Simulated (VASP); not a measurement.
Set up this calculation in VASP 6.6.1, as the native input.

```yaml
Task: single point
Functional: PBE
Potentials_or_basis: VASP PAW PBE potentials, release 64 (Y_sv, C, N)
Cutoff: 520 eV
k_mesh: 2 × 2 × 6
Occupations: gaussian, width 0.1 eV
Spin: no spin polarisation
Dipole_correction: no
Further_INCAR_settings: ALGO = Normal; EDIFF = 1e-06; NBANDS = 40
```

The structure of YC2N2 lies in POSCAR:

```
YC2N2
1.0
    7.7583756000      0.0000000000      0.0000000000
    0.0000000000      7.7583756000      0.0000000000
    0.0000000000      0.0000000000      3.6038400400
Y C N
2 4 4
Direct
    0.0000000000      0.0000000000      0.0000000000
    0.5000000000      0.5000000000      0.0000000000
    0.1919431300      0.8080568700      0.0000000000
    0.8080568700      0.1919431300      0.0000000000
    0.1919431300      0.1919431300      0.0000000000
    0.8080568700      0.8080568700      0.0000000000
    0.2985782000      0.7014218000      0.0000000000
    0.7014218000      0.2985782000      0.0000000000
    0.2985782000      0.2985782000      0.0000000000
    0.7014218000      0.7014218000      0.0000000000
```

One way to write it, as run:

INCAR

```
PREC = Accurate
ENCUT = 520
EDIFF = 1E-6
ISMEAR = 0
SIGMA = 0.1
LREAL = F
LASPH = T
NELM = 80
ALGO = Normal
ISIF = 2
LWAVE = F
LCHARG = T
GGA = PE
LELF = T
LVHAR = T
NBANDS = 40
```

KPOINTS

```
regular mesh
0
Gamma
  2 2 6
```

Potentials or basis: VASP PAW PBE potentials, release 64 (Y_sv, C, N).

The run is started by

```sh
$ cat potpaw_PBE.64/Y_sv/POTCAR potpaw_PBE.64/C/POTCAR potpaw_PBE.64/N/POTCAR > POTCAR
$ mpirun -np 1 vasp_std > vasp.out
```

Results of the run:

```json
{
 "Pressure": "16.4 GPa",
 "Largest force": "3.657 eV/Å",
 "Band gap on the k mesh": "zero (bands 29 and 30 overlap by 0.74 eV)"
}
```

Caveat: the k points lie up to 0.40 Å⁻¹ apart, too coarse for converged energies and pressures of a metal; forces of over 1 eV/Å act on the atoms, so gaps and moduli don't describe the material at rest.

Wall time 120 s on 1 thread of AMD EPYC 7R13 Processor (Zen 3), with other jobs on the host, peak memory 0.33 GiB.
